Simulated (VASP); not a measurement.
Wanted: the native input for a VASP 6.6.1 run.

| Quantity | Value |
| --- | --- |
| Task | single point |
| Functional | PBE |
| Potentials or basis | VASP PAW PBE potentials, release 64 (Ag) |
| Cutoff | 400 eV |
| k mesh | 2 × 2 × 2, shifted |
| Occupations | fermi-dirac, width 0.05 eV |
| Spin | no spin polarisation |
| Dipole correction | no |
| Further INCAR settings | LREAL = Auto; ALGO = Normal; EDIFF = 1e-06; NBANDS = 198; ISYM = -1 |

The structure of Ag lies in POSCAR:

```
Ag
1.0
   -6.6718109981      6.6718109981      0.0000000000
   -6.6718109981      0.0000000000      6.6718109981
    0.0000000000      6.6718109981      6.6718109981
Ag
32
Direct
   -0.0048416390     -0.0213496006      0.0133935898
    0.5119883493     -0.0309457957      0.0003137829
    0.0013718164      0.5075795014     -0.0237087801
    0.1213248547      0.1134536785      0.1271243295
    0.4905302325      0.5234966939     -0.0295245174
    0.6218083817      0.1254020835      0.1401619441
    0.1258524860      0.6162754013      0.1165247337
    0.2844239743      0.2484652219      0.2176950157
    1.0073662911     -0.0090419977      0.5011041981
    0.6433260027      0.6187929336      0.1166928290
    0.7460590537      0.2434440964      0.2557951657
    0.2621340743      0.7485580754      0.2467351069
    0.3676970167      0.3773218397      0.3831090240
    0.5034827877      0.0050825780      0.5206836646
    0.0146954103      0.4938698055      0.4908727182
    0.1164844148      0.1328369464      0.6194262699
    0.7597904079      0.7607652557      0.2346842560
    0.8781915437      0.3650551553      0.3765355465
    0.3764857099      0.8828759540      0.3656753018
    0.4956019439      0.5065560911      0.4997952581
    0.6268041018      0.1380113286      0.6218153514
    0.1199769448      0.6437461285      0.6021643151
    0.2511312147      0.2625790809      0.7429186770
    0.8824013453      0.8654157022      0.3744599481
    0.6446896504      0.6295292989      0.6029423647
    0.7324362907      0.2499187253      0.7743790256
    0.2434265600      0.7573438458      0.7395903453
    0.3752469158      0.3603223324      0.8768369640
    0.7497282224      0.7522455300      0.7337833763
    0.8643927416      0.3698021423      0.8981362035
    0.3555139677      0.8933153235      0.8875755026
    0.8866110718      0.8697738143      0.8608333632
```

This cell differs from its parent crystal: dynamics (nvt langevin) at 300 K, volume x 1.03, from the last frame before.

These files were run (other wordings do the same):

INCAR

```
ALGO = Normal
EDIFF = 1E-6
ENCUT = 400
GGA = PE
GGA_COMPAT = F
ISIF = 2
ISMEAR = -1
ISYM = -1
KPAR = 1
LASPH = T
LCHARG = F
LREAL = Auto
LWAVE = F
NBANDS = 198
NELM = 120
PREC = Accurate
SIGMA = 0.05
```

KPOINTS

```
explicit points
4
Reciprocal
  0.25000000   0.25000000   0.25000000 2
  0.25000000   0.25000000   0.75000000 2
  0.25000000   0.75000000   0.25000000 2
  0.25000000   0.75000000   0.75000000 2
```

Potentials or basis: VASP PAW PBE potentials, release 64 (Ag).

Command:

```bash
$ cat potpaw_PBE.64/Ag/POTCAR > POTCAR
$ mpirun -np 4 vasp_std > vasp.out
```

It gave:

- Pressure: -1.6 GPa
- Largest force: 1.447 eV/Å
- Band gap on the k mesh: zero (bands 176 and 177 overlap by 0.68 eV)

Caveat: the atoms stand as in a frame of molecular dynamics; forces of over 1 eV/Å act on the atoms, so gaps and moduli don't describe the material at rest.

Wall time 95 s on 4 MPI ranks on Intel(R) Xeon(R) 6975P-C (Granite Rapids), with other jobs on the host, peak memory 0.29 GiB a rank.
